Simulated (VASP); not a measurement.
Write the native input for VASP 6.6.1 that does the following.

```yaml
Task: single point
Functional: PBE
Potentials_or_basis: VASP PAW PBE potentials, release 64 (Gd, O)
Cutoff: 520 eV
k_mesh: 12 × 12 × 12
Occupations: gaussian, width 0.05 eV
Spin: non-collinear spin, typed start, spin-orbit coupling
Starting_moments: "[[0.0, 0.0, 7.0], [0.0, 0.0, 0.0]] μB"
Dipole_correction: no
Further_INCAR_settings: ALGO = Normal; EDIFF = 1e-06; NBANDS = 36
```

The structure of GdO lies in POSCAR:

```
GdO
1.0
    0.0000000000      2.6933771097      2.6933771097
    2.6933771097      0.0000000000      2.6933771097
    2.6933771097      2.6933771097      0.0000000000
Gd O
1 1
Direct
    0.0000000000      0.0000000000      0.0000000000
    0.2500000000      0.2500000000      0.2500000000
```

The input as run:

INCAR

```
SYSTEM = GdO
PREC = Accurate
ENCUT = 520
EDIFF = 1E-6
ISMEAR = 0
SIGMA = 0.05
LREAL = .False.
LASPH = .True.
NELM = 150
ALGO = Normal
ISIF = 2
LWAVE = .False.
LCHARG = .True.
MAGMOM = 0 0 7 0 0 0
LORBIT = 11
LSORBIT = .True.
GGA_COMPAT = .False.
LORBMOM = .True.
LMAXMIX = 6
GGA = PE
LVHAR = .True.
NBANDS = 36
```

KPOINTS

```
regular mesh
0
Gamma
  12 12 12
  0 0 0
```

Potentials or basis: VASP PAW PBE potentials, release 64 (Gd, O).

Launch:

```console
$ cat potpaw_PBE.64/Gd/POTCAR potpaw_PBE.64/O/POTCAR > POTCAR
$ mpirun -np 1 vasp_ncl > vasp.out
```

It gave:

```
Pressure                                              : 0.1 GPa
Net moment                                            : 7.51 μB per cell
Valence electrons inside the program's atomic spheres : Gd 15.24; O 5.00
```

Caveat: a cell with one magnetic atom can't hold antiferromagnetic order, which such compounds often take.

Wall time 26 min on 1 thread of Intel(R) Xeon(R) Platinum 8559C (Emerald Rapids) (shared host), peak memory 0.98 GiB.
